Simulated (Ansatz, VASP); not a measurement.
**KIr: VASP beside Ansatz**

```xyz
2
Lattice="2.8005 0.0000 0.0000 -1.4002 2.4253 0.0000 0.0000 0.0000 5.5366" Properties=species:S:1:pos:R:3 pbc="T T T"
K     0.0000    0.0000    0.0000
Ir    1.4002    0.8084    2.7683
```

Alike in both runs: functional r2SCAN; k mesh 24 × 24 × 10; occupations gaussian, width 0.1 eV; no spin polarisation.

Ansatz relaxed the structure, and its values are those at the end. VASP's run is a single point on that final structure, the one shown.

|  | VASP | Ansatz |
| --- | --- | --- |
| version | VASP 6.6.1 | Ansatz 0.2.0 |
| potentials or method | VASP PAW PBE potentials, release 64 (K_sv, Ir), cutoff 520 eV | scalar-relativistic, plane waves, PAW |
| valence electrons in the cell | 18 | 26 |

Ansatz gave:

* gap on the k mesh at the Fermi level (eV): none
* pressure (GPa): 0.0

Which values does VASP return?

gap on the k mesh at the Fermi level (eV): none; pressure (GPa): 0.6.

VASP's potentials were made for PBE, not for r2SCAN. A gap of «none» marks a metal or a gap that the smearing closes. The functional is the same, so the differences come from potentials, cutoffs and numerics. VASP's potentials hold 18 valence electrons a cell and Ansatz's 26, so a difference there can come from the potentials and not from the codes.

Neither program's run includes spin-orbit coupling.
